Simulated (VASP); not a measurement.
Set up this calculation in VASP 6.6.1, as the native input.

| Quantity | Value |
| --- | --- |
| Task | single point |
| Functional | PBE |
| Potentials or basis | VASP PAW PBE potentials, release 64 (Yb) |
| Cutoff | 520 eV |
| k mesh | 11 × 11 × 11 |
| Occupations | fermi-dirac, width 0.136057 eV |
| Spin | no spin polarisation |
| Dipole correction | no |
| Further INCAR settings | ALGO = Normal; EDIFF = 1e-06; NBANDS = 18 |

The structure of Yb lies in POSCAR:

```
Yb
1.0
    0.0000000000      2.6192360300      2.6192360300
    2.6192360300      0.0000000000      2.6192360300
    2.6192360300      2.6192360300      0.0000000000
Yb
1
Direct
    0.0000000000      0.0000000000      0.0000000000
```

These files were run (other wordings do the same):

INCAR

```
PREC = Accurate
ENCUT = 520
EDIFF = 1E-6
ISMEAR = -1
SIGMA = 0.13605693000000002
LREAL = False
LASPH = True
NELM = 60
ALGO = Normal
ISIF = 2
LWAVE = False
LCHARG = False
GGA = PE
NBANDS = 18
```

KPOINTS

```
Automatic mesh
0
Gamma
  11 11 11
```

Potentials or basis: VASP PAW PBE potentials, release 64 (Yb).

The run is started by

```sh
$ cat potpaw_PBE.64/Yb/POTCAR > POTCAR
$ mpirun -np 1 vasp_std > vasp.out
```

Results of the run:

- Pressure: 0.2 GPa

Run time: 36 s on 1 thread of Intel(R) Xeon(R) 6975P-C (Granite Rapids) (shared host), peak memory 0.19 GiB.
